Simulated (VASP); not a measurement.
Input of a VASP 6.6.1 run:

File POSCAR:

```
Al
1.0
    2.9020758470      0.0000000000      0.0000000000
   -1.4510379235      2.5132714072      0.0000000000
    1.4510379235      0.8377571357      2.2294161529
Al
1
Direct
    0.0000000000      0.0000000000      0.0000000000
```

The input INCAR.step1:

```
  ALGO = Normal
  EDIFF = 1E-4
  ENCUT = 520
  GGA = PE
  ISMEAR = 0
  ISYM = 0
  LASPH = True
  LCHARG = False
  LREAL = False
  LWAVE = True
  NBANDS = 8
  NELM = 100
  PREC = Accurate
  SIGMA = 0.1
```

The input INCAR.step2:

```
  ALGO = Normal
  EDIFF = 1E-6
  ENCUT = 520
  ISIF = 2
  ISMEAR = 0
  ISTART = 1
  ISYM = 0
  LASPH = True
  LCHARG = True
  LELF = True
  LMIXTAU = True
  LREAL = False
  LVHAR = True
  LWAVE = False
  METAGGA = R2SCAN
  NBANDS = 8
  NELM = 100
  PREC = Accurate
  SIGMA = 0.1
```

File KPOINTS:

```
k-points
0
Gamma
  12 12 15
```

Potentials or basis: VASP PAW PBE potentials, release 64 (Al).

Run with:

```bash
$ cat potpaw_PBE.64/Al/POTCAR > POTCAR
$ cp INCAR.step1 INCAR
$ mpirun -np 1 vasp_std > vasp.out
$ cp INCAR.step2 INCAR
$ mpirun -np 1 vasp_std > vasp.out
```

Q: Predict the pressure.

A: -1.7 GPa.

Q: Estimate the band gap on the k mesh.

A: Zero (an odd number of electrons rules out a gap without spin polarisation).

Stress tensor (GPa, compression positive):
```
-3.67 -0.02 -0.05
-0.02 -3.65 -0.03
-0.05 -0.03  2.16
```

Caveat: the stress differs along the axes, from -4 to 2 GPa; the PAW data sets were made with another functional, which shifts forces and pressure a little.
